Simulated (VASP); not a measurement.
# BaCa3F8 (Cmmm) in VASP: single point with PBE

Aim: the single point of BaCa3F8 with PBE.

Everything below comes from runs of VASP 6.6.1. Logs are shortened: lines on timing, memory, paths and dates and some standing lists are left out, and cuts for length are marked.

## Step 1: The cell of the first run

The structure is orthorhombic, space group Cmmm (No. 65). Conventional cell: a = 7.956 Å, b = 11.379 Å, c = 3.961 Å, α = 90.00°, β = 90.00°, γ = 90.00°. Within 3.1 Å of Ca (site symmetry 2/m) lie 8 F at 2.32 to 2.48 Å. Ca (site symmetry mmm) has 8 F at 2.39 to 2.40 Å within 3.2 Å. Within 3.2 Å of F (site symmetry m) lie 3 Ca at 2.39 to 2.40 Å and 1 Ba at 2.60 Å and 6 F at 2.71 to 3.00 Å. Within 3.2 Å of F (site symmetry m2m) lie 4 Ca at 2.40 to 2.48 Å and 6 F at 2.68 to 2.73 Å. Within 3.1 Å of F (site symmetry m2m) lie 2 Ca at 2.32 Å and 2 Ba at 2.58 Å and 5 F at 2.68 to 2.91 Å. Ba (site symmetry mmm) has 8 F at 2.58 to 2.60 Å within 3.4 Å.

## Step 2: Single point, PBE

Contents of INCAR:

```
PREC     = Accurate       # precision mode
ENCUT    = 520            # plane-wave cutoff, eV
EDIFF    = 1E-7           # SCF threshold, eV
ISMEAR   = -1             # smearing method
SIGMA    = 0.02           # smearing width, eV
LREAL    = F              # projectors in reciprocal space
LASPH    = T              # aspherical terms in the spheres
NELM     = 100            # most SCF steps
ALGO     = Normal         # electronic algorithm
ISIF     = 2              # what is computed and relaxed
LWAVE    = F              # write WAVECAR
LCHARG   = F              # write CHGCAR
GGA      = PE             # functional
NBANDS   = 60             # bands
```

Contents of KPOINTS:

```
regular mesh
0
Gamma
  4 4 6
```

Contents of POSCAR:

```
BaCa3F8
1.0
    3.9782344420     -5.6895126631      0.0000000000
    3.9782344420      5.6895126631      0.0000000000
    0.0000000000      0.0000000000      3.9608481910
Ca F Ba
3 8 1
Direct
    0.0000000000      0.5000000000      0.0000000000
    0.0000000000      0.0000000000      0.5000000000
    0.5000000000      0.0000000000      0.0000000000
    0.3649697636      0.1016368077      0.5000000000
    0.1016368077      0.3649697636      0.5000000000
    0.8802126553      0.1197873447      0.0000000000
    0.6450838836      0.3549161164      0.0000000000
    0.3549161164      0.6450838836      0.0000000000
    0.1197873447      0.8802126553      0.0000000000
    0.8983631923      0.6350302364      0.5000000000
    0.6350302364      0.8983631923      0.5000000000
    0.5000000000      0.5000000000      0.5000000000
```

Potentials or basis: VASP PAW PBE potentials, release 64 (Ca_sv, F, Ba_sv).

Run with:

```console
cat potpaw_PBE.64/Ca_sv/POTCAR potpaw_PBE.64/F/POTCAR potpaw_PBE.64/Ba_sv/POTCAR > POTCAR
mpirun -np 1 vasp_std > vasp.out
```

OUTCAR:

```text
PREC = Accurate
   ENCUT = 520
   EDIFF = 1E-7
   ISMEAR = -1
   LREAL = F
   LASPH = T
   NELM = 100
   ISIF = 2
   GGA = PE

 ion  position               nearest neighbor table
   1  0.000  0.500  0.000-   7 2.32   8 2.32   5 2.40  10 2.40   5 2.40  10 2.40   9 2.48   6 2.48

   2  0.000  0.000  0.500-   4 2.39   5 2.39  10 2.39  11 2.39   6 2.40   9 2.40   6 2.40   9 2.40

   3  0.500  0.000  0.000-   7 2.32   8 2.32   4 2.40  11 2.40   4 2.40  11 2.40   9 2.48   6 2.48

   4  0.365  0.102  0.500-   2 2.39   3 2.40   3 2.40  12 2.60
   5  0.102  0.365  0.500-   2 2.39   1 2.40   1 2.40  12 2.60
   6  0.880  0.120  0.000-   2 2.40   2 2.40   3 2.48   1 2.48
   7  0.645  0.355  0.000-   1 2.32   3 2.32  12 2.58  12 2.58
   8  0.355  0.645  0.000-   1 2.32   3 2.32  12 2.58  12 2.58
   9  0.120  0.880  0.000-   2 2.40   2 2.40   3 2.48   1 2.48
  10  0.898  0.635  0.500-   2 2.39   1 2.40   1 2.40  12 2.60
  11  0.635  0.898  0.500-   2 2.39   3 2.40   3 2.40  12 2.60
  12  0.500  0.500  0.500-   7 2.58   8 2.58   7 2.58   8 2.58  10 2.60  11 2.60   4 2.60   5 2.60

  LATTYP: Found a base centered orthorhombic cell.
 ALAT       =     7.9564688840
 B/A-ratio  =     1.4301602246
 C/A-ratio  =     0.4978148283

  Lattice vectors:

 A1 = (   3.9782344420,  -5.6895126631,   0.0000000000)
 A2 = (   3.9782344420,   5.6895126631,   0.0000000000)
 A3 = (   0.0000000000,   0.0000000000,   3.9608481910)

Analysis of symmetry for initial positions (statically):
=====================================================================
 Subroutine PRICEL returns:
 Original cell was already a primitive cell.

 Routine SETGRP: Setting up the symmetry group for a
 base centered orthorhombic supercell.

 Subroutine GETGRP returns: Found  8 space group operations
 (whereof  8 operations were pure point group operations)
 out of a pool of  8 trial point group operations.

The static configuration has the point symmetry D_2h.

Analysis of symmetry for dynamics (positions and initial velocities):
=====================================================================
 Subroutine PRICEL returns:
 Original cell was already a primitive cell.

 Routine SETGRP: Setting up the symmetry group for a
 base centered orthorhombic supercell.

 Subroutine GETGRP returns: Found  8 space group operations
 (whereof  8 operations were pure point group operations)
 out of a pool of  8 trial point group operations.

The dynamic configuration has the point symmetry D_2h.

 Subroutine INISYM returns: Found  8 space group operations
 (whereof  8 operations are pure point group operations),
 and found     1 'primitive' translations

----------------------------------------------------------------------------------------

                                     Primitive cell

  volume of cell :     179.3014

  direct lattice vectors                    reciprocal lattice vectors
     3.978234442 -5.689512663  0.000000000     0.125683895 -0.087880989  0.000000000
     3.978234442  5.689512663  0.000000000     0.125683895  0.087880989  0.000000000
     0.000000000  0.000000000  3.960848191     0.000000000  0.000000000  0.252471176

  length of vectors
     6.942398982  6.942398982  3.960848191     0.153360718  0.153360718  0.252471176

  position of ions in fractional coordinates (direct lattice)
     1.000000000  0.500000000  0.000000000
     0.000000000  0.000000000  0.500000000
     0.500000000  1.000000000  0.000000000
     0.364969764  0.101636808  0.500000000
     0.101636808  0.364969764  0.500000000
     0.880212655  0.119787345  0.000000000
     0.645083884  0.354916116  0.000000000
     0.354916116  0.645083884  0.000000000
     0.119787345  0.880212655  0.000000000
     0.898363192  0.635030236  0.500000000
     0.635030236  0.898363192  0.500000000
     0.500000000  0.500000000  0.500000000

  ion indices of the primitive-cell ions
   primitive index   ion index
                 1           1
                 2           2
                 3           3
                 4           4
                 5           5
                 6           6
                 7           7
                 8           8
                 9           9
                10          10
                11          11
                12          12

----------------------------------------------------------------------------------------

 KPOINTS: regular mesh

Automatic generation of k-mesh.
 Grid dimensions read from file:
 generate k-points for:    4    4    6

 Generating k-lattice:

  Cartesian coordinates                     Fractional coordinates (reciprocal lattice)
     0.031420974 -0.021970247  0.000000000     0.250000000 -0.000000000  0.000000000
     0.031420974  0.021970247  0.000000000    -0.000000000  0.250000000  0.000000000
     0.000000000  0.000000000  0.042078529     0.000000000  0.000000000  0.166666667

  Length of vectors
     0.038340179  0.038340179  0.042078529

  Shift w.r.t. Gamma in fractional coordinates (k-lattice)
     0.000000000  0.000000000  0.000000000

 Subroutine IBZKPT returns following result:
 ===========================================

 Found     28 irreducible k-points:

 Following reciprocal coordinates:
            Coordinates               Weight
  0.000000  0.000000  0.000000      1.000000
  0.250000 -0.000000  0.000000      4.000000
  0.500000 -0.000000  0.000000      2.000000
  0.250000  0.250000  0.000000      2.000000
  0.500000  0.250000  0.000000      4.000000
 -0.250000  0.250000  0.000000      2.000000
[... 16 lines left out ...]
  0.250000 -0.000000  0.500000      4.000000
  0.500000 -0.000000  0.500000      2.000000
 [... further k-points ...]
   k-points           NKPTS =     28   k-points in BZ     NKDIM =     28   number of bands    NBANDS=     60
   number of dos      NEDOS =    301   number of ions     NIONS =     12
   total plane-waves  NPLWV =  87480
   dimension x,y,z NGX =    54 NGY =   54 NGZ =   30
   dimension x,y,z NGXF=   108 NGYF=  108 NGZF=   60
   ions per type =               3   8   1
   NGX,Y,Z   is equivalent  to a cutoff of  12.93, 12.93, 12.59 a.u.
   NGXF,Y,Z  is equivalent  to a cutoff of  25.86, 25.86, 25.18 a.u.
 SYSTEM =  unknown system
   PREC   = accura    normal or accurate (medium, high low for compatibility)
   ISTART =      0    job   : 0-new  1-cont  2-samecut
   ICHARG =      2    charge: 1-file 2-atom 10-const
   ISPIN  =      1    spin polarized calculation?
   LNONCOLLINEAR =      F non collinear calculations
   LSORBIT =      F    spin-orbit coupling
   LASPH  =      T    aspherical Exc in radial PAW
   ENCUT  =  520.0 eV  38.22 Ry    6.18 a.u.  12.91 12.91  7.36*2*pi/ulx,y,z
   NELM   =    100;   NELMIN=  2; NELMDL= -5     # of ELM steps
   EDIFF  = 0.1E-06   stopping-criterion for ELM
   LREAL  =      F    real-space projection
   EDIFFG = 0.1E-05   stopping-criterion for IOM
   NSW    =      0    number of steps for IOM
   IBRION =     -1    ionic relax: 0-MD 1-quasi-New 2-CG
   NFREE  =      0    steps in history (QN), initial steepest desc. (CG)
   ISIF   =      2    stress and relaxation
   ISYM   =      2    0-nonsym 1-usesym 2-fastsym
   POTIM  = 0.5000    time-step for ionic-motion
   TEBEG  =    0.0;   TEEND  =   0.0 temperature during run
   PSTRESS=    0.0 pullay stress
   NELECT =      96.0000    total number of electrons
   NUPDOWN=      -1.0000    fix difference up-down
   EMIN   =  10.00;   EMAX   =-10.00  energy-range for DOS
   EFERMI =   0.00;   METHOD = LEGACY
   ISMEAR =    -1;   SIGMA  =   0.02  broadening in eV -4-tet -1-fermi 0-gaus
   EFERMI_NEDOS =   21; number of points for ismear=-14 and -15
   IALGO  =     38    algorithm
   IMIX   =      4    mixing-type and parameters
     AMIX     =   0.40;   BMIX     =  1.00
     AMIX_MAG =   1.60;   BMIX_MAG =  1.00
  volume/ion in A,a.u.               =      14.94       100.83
  Fermi-wavevector in a.u.,A,eV,Ry     =   1.329344  2.512096 24.043608  1.767155
  Thomas-Fermi vector in A             =   2.458513
   LORBIT       =      0    0 simple, 1 ext, 2 COOP (PROOUT), +10 PAW based schemes
   GGA     = PE    functional components
   LHFCALC =     F    Hartree Fock is set to
   AEXX    =    0.0000 exact exchange contribution
   IVDW    =     0    specifies the selected vdW correction
   LEPSILON=     F    determine dielectric tensor
   LRPA    =     F    only Hartree local field effects (RPA)
 non-spin polarized calculation
  energy-cutoff  :      520.00
  volume of cell :      179.30
 maximum number of plane-waves:      4856
 NGX is ok and might be reduce to    54
   NGX = 25   NGY = 25   NGZ = 15

 number of electron      95.9999952 magnetization

 Free energy of the ion-electron system (eV)
  ---------------------------------------------------
  ext. energy  EPLUGINS =         0.00000000
  ---------------------------------------------------
  free energy    TOTEN  =       -68.49420531 eV

  energy without entropy =      -68.49420531  energy(sigma->0) =      -68.49420531

 E-fermi :  -0.5094     XC(G=0):  -9.4129

 val. band max:       -0.9402146169   @ k =   0.0000   0.0000   0.0000
 cond. band min:       5.6288710231   @ k =   0.0000   0.0000   0.0000
 fundamental gap:      6.5690856400
 Fermi energy:        -0.5094469616

 k-point     1 :       0.0000    0.0000    0.0000
  band No.  band energies     occupation
      1     -37.4130      2.00000
      2     -37.4042      2.00000
      3     -37.1137      2.00000
      4     -24.2979      2.00000
      5     -21.5887      2.00000
      6     -21.0264      2.00000
[... 52 lines left out ...]
     59       8.6085      0.00000
     60       8.8940      0.00000

 k-point     2 :       0.2500   -0.0000    0.0000
  band No.  band energies     occupation
      1     -37.4116      2.00000
      2     -37.4055      2.00000
      3     -37.1137      2.00000
      4     -24.3010      2.00000
      5     -21.5324      2.00000
      6     -21.0983      2.00000
[... 1375 lines left out ...]
     59       8.7690      0.00000
     60       8.8409      0.00000

 k-point    24 :       0.5000   -0.0000    0.5000
  band No.  band energies     occupation
      1     -37.4004      2.00000
      2     -37.4004      2.00000
      3     -37.1063      2.00000
      4     -24.0943      2.00000
      5     -21.4515      2.00000
      6     -21.3733      2.00000
[... 52 lines left out ...]
     59       8.6703      0.00000
     60       8.8401      0.00000

 [... further k-points ...]
[... 5 lines left out ...]
  --------------------------------------------------------------------------------------
  -------------------------------------------------------------------------------------
  Total        3.7722204      3.7326184      3.7493636     -0.0000000      0.0000000      0.0000000
  in kB       33.7073028     33.3534328     33.5030628     -0.0000000      0.0000000      0.0000000
  external PRESSURE =      33.5212661 kB  Pullay stress =       0.0000000 kB

 VOLUME and BASIS-vectors are now :
 -----------------------------------------------------------------------------
  energy-cutoff  :      520.00
  volume of cell :      179.30
      direct lattice vectors                 reciprocal lattice vectors
     3.978234442 -5.689512663  0.000000000     0.125683895 -0.087880989  0.000000000
     3.978234442  5.689512663  0.000000000     0.125683895  0.087880989  0.000000000
     0.000000000  0.000000000  3.960848191     0.000000000  0.000000000  0.252471176

 POSITION                                       TOTAL-FORCE (eV/Angst)
 -----------------------------------------------------------------------------------
      1.98912      2.84476      0.00000         0.000000     -0.000000      0.000000
      0.00000      0.00000      1.98042         0.000000     -0.000000      0.000000
      1.98912     -2.84476      0.00000        -0.000000     -0.000000      0.000000
      1.85627     -1.49824      1.98042        -0.021824     -0.007060      0.000000
      1.85627      1.49824      1.98042        -0.021824      0.007060     -0.000000
      3.97823     -4.32645      0.00000         0.000000     -0.002552      0.000000
      3.97823     -1.65091      0.00000         0.000000     -0.007381     -0.000000
      3.97823      1.65091      0.00000         0.000000      0.007381      0.000000
      3.97823      4.32645      0.00000         0.000000      0.002552     -0.000000
      6.10020     -1.49824      1.98042         0.021824     -0.007060      0.000000
      6.10020      1.49824      1.98042         0.021824      0.007060     -0.000000
      3.97823      0.00000      1.98042        -0.000000     -0.000000      0.000000
 -----------------------------------------------------------------------------------
    total drift:                               -0.000000     -0.000000      0.000000

  FREE ENERGIE OF THE ION-ELECTRON SYSTEM (eV)
  ---------------------------------------------------
  free  energy   TOTEN  =       -68.4942053073 eV

  energy  without entropy=      -68.4942053073  energy(sigma->0) =      -68.49420531
```

Wall time 16 min (1 thread of AMD EPYC, shared host); peak memory 0.4 GiB.

What came out:

```
Free energy            : -68.4942 eV
Pressure               : 3.4 GPa
Largest force          : 0.023 eV/Å
Band gap on the k mesh : 6.57 eV
```

Forces on the atoms (eV/Å):
```
Ca   0.000  0.000  0.000
Ca   0.000  0.000  0.000
Ca   0.000  0.000  0.000
F   -0.022 -0.007  0.000
F   -0.022  0.007  0.000
F    0.000 -0.003  0.000
F    0.000 -0.007  0.000
F    0.000  0.007  0.000
F    0.000  0.003  0.000
F    0.022 -0.007  0.000
F    0.022  0.007  0.000
Ba   0.000  0.000  0.000
```

Caveat: the cell stands under pressure; spin-orbit coupling is left out, which moves the levels of the heavy elements. A k mesh can miss the band edges.
